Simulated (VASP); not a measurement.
Here is a VASP 6.6.1 calculation.

File INCAR:

```
SYSTEM = Pt
ALGO = Fast ; EDIFF = 1E-6
ENCUT = 520 ; ISIF = 2
ISMEAR = 0 ; LASPH = .TRUE.
LCHARG = .TRUE. ; LELF = .TRUE.
LREAL = .FALSE. ; LVHAR = .TRUE.
LWAVE = .FALSE. ; NBANDS = 11
NELM = 100 ; PREC = Accurate
SIGMA = 0.15
```

File KPOINTS:

```
k-points
0
G
  20 20 20
  0 0 0
```

File POSCAR:

```
Pt
1.0
    0.0000000000      1.9468328700      1.8786937196
    1.8932949661      0.0000000000      1.8786937196
    1.8932949661      1.9468328700      0.0000000000
Pt
1
Direct
    0.0000000000      0.0000000000      0.0000000000
```

Potentials or basis: VASP PAW LDA potentials, release 64 (Pt).

Command:

```console
$ cat potpaw_LDA.64/Pt/POTCAR > POTCAR
$ mpirun -np 1 vasp_std > vasp.out
```

Predict the pressure.

24.4 GPa.

Predict the band gap on the k mesh.

zero (bands 5 and 6 overlap by 2.73 eV).

Stress tensor (GPa, compression positive):
```
25.75  0.00  0.00
 0.00 21.04  0.00
 0.00  0.00 26.55
```

Caveat: the cell differs from its parent crystal (normal strain along x -0.0275, normal strain along z -0.0350); the stress differs along the axes, from 21 to 27 GPa; spin-orbit coupling is left out, which moves the levels of the heavy elements.
